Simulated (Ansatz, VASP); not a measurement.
## CrSbC3: VASP beside Ansatz

```
Cr Sb C
1.0
     3.91077    0.00000    0.00000
     0.00000    3.91077    0.00000
     0.00000    0.00000    3.91077
Cr Sb C
1 1 3
Direct
  0.50000 0.50000 0.50000
  0.00000 0.00000 0.00000
  0.00000 0.50000 0.50000
  0.50000 0.00000 0.50000
  0.50000 0.50000 0.00000
```

Alike in both runs: functional PBE; k mesh 10 × 10 × 10; occupations gaussian, width 0.1 eV; no spin polarisation.

Ansatz relaxed the structure, and its values are those at the end. VASP's run is a single point on that final structure, the one shown.

```csv
,VASP,Ansatz
version,VASP 6.6.1,Ansatz 0.2.0
potentials or method,"VASP PAW PBE potentials, release 64 (Cr_pv, Sb, C), cutoff 600 eV","scalar-relativistic, plane waves, PAW"
valence electrons in the cell,29,41
```

```csv
,VASP,Ansatz,Ansatz less VASP
gap on the k mesh at the Fermi level (eV),none,none,-
pressure (GPa),-0.4,0.0,+0.42
```

A gap of «none» marks a metal or a gap that the smearing closes. VASP's potentials hold 29 valence electrons a cell and Ansatz's 41, so a difference there can come from the potentials and not from the codes.

Neither program's run includes spin-orbit coupling.
